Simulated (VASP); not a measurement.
Wanted: the native input for a VASP 6.6.1 run.

| Item | Value |
| --- | --- |
| Task | single point |
| Functional | PBE |
| Potentials or basis | VASP PAW PBE potentials, release 64 (Ca_sv, H, Pt) |
| Cutoff | 520 eV |
| k mesh | 15 × 15 × 8 |
| Occupations | gaussian, width 0.1 eV |
| Spin | no spin polarisation |
| Dipole correction | no |
| Further INCAR settings | ALGO = Normal; EDIFF = 1e-07; NBANDS = 19 |

The structure of CaH2Pt lies in POSCAR:

```
CaH2Pt
1.0
    3.5612992143      0.0000000000      0.0000000000
   -1.7806496072      3.0841755901      0.0000000000
    0.0000000000      0.0000000000      5.9647005432
Ca H Pt
1 2 1
Direct
    0.0000000000      0.0000000000      0.0000000000
    0.3333333333      0.6666666667      0.0000000000
    0.6666666667      0.3333333333      0.0000000000
    0.0000000000      0.0000000000      0.5000000000
```

The cell was built from a structure type or drawn by symmetry, and may not be a known phase.

One way to write it, as run:

INCAR

```
PREC = Accurate
ENCUT = 520
EDIFF = 1E-7
ISMEAR = 0
SIGMA = 0.1
LREAL = False
LASPH = True
NELM = 100
ALGO = Normal
ISIF = 2
LWAVE = False
LCHARG = False
GGA = PE
NBANDS = 19
```

KPOINTS

```
Automatic mesh
0
Gamma
  15 15 8
```

Potentials or basis: VASP PAW PBE potentials, release 64 (Ca_sv, H, Pt).

The run is started by

```bash
$ cat potpaw_PBE.64/Ca_sv/POTCAR potpaw_PBE.64/H/POTCAR potpaw_PBE.64/Pt/POTCAR > POTCAR
$ mpirun -np 1 vasp_std > vasp.out
```

Results of the run:

| Item | Value |
| --- | --- |
| Pressure | 0.1 GPa |
| Band gap on the k mesh | zero (bands 11 and 12 overlap by 0.26 eV) |

Caveat: spin-orbit coupling is left out, which moves the levels of the heavy elements.

It took 72 s on 1 thread of Intel(R) Xeon(R) 6975P-C (Granite Rapids), on a shared host, peak memory 0.32 GiB.
